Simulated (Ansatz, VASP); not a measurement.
## AlRu: VASP beside Ansatz

```
Ru Al
1.0
     2.95357    0.00000    0.00000
     0.00000    4.17698    0.00000
     0.00000    0.00000   20.17700
Ru Al
3 3
Direct
  0.75000 0.25000 0.39849
  0.75000 0.75000 0.50000
  0.75000 0.25000 0.60151
  0.25000 0.75000 0.39695
  0.25000 0.25000 0.50000
  0.25000 0.75000 0.60305
```

Alike in both runs: functional LDA; k mesh 12 × 9 × 1; occupations fermi-dirac, width 0.05 eV; no spin polarisation.

Ansatz relaxed the structure, and its values are those at the end. VASP's run is a single point on that final structure, the one shown.

```csv
,VASP,Ansatz
version,VASP 6.6.1,Ansatz 0.2.0
potentials or method,"VASP PAW LDA potentials, release 64 (Ru_pv, Al)","PAW with Ansatz's default frozen-core files, scalar-relativistic"
plane-wave cutoff (eV),520,420
valence electrons in the cell,51,57
```

|  | VASP | Ansatz | Ansatz less VASP |
| --- | --- | --- | --- |
| rms of the force components (eV/Å) | 0.016 | 0.002 | -0.0138 |

LDA's correlation is that of Perdew and Zunger in VASP and of Perdew and Wang (1992) in Ansatz. VASP's potentials hold 51 valence electrons a cell and Ansatz's 57, so a difference there can come from the potentials and not from the codes. Ansatz's warnings: stress scf threshold loose.
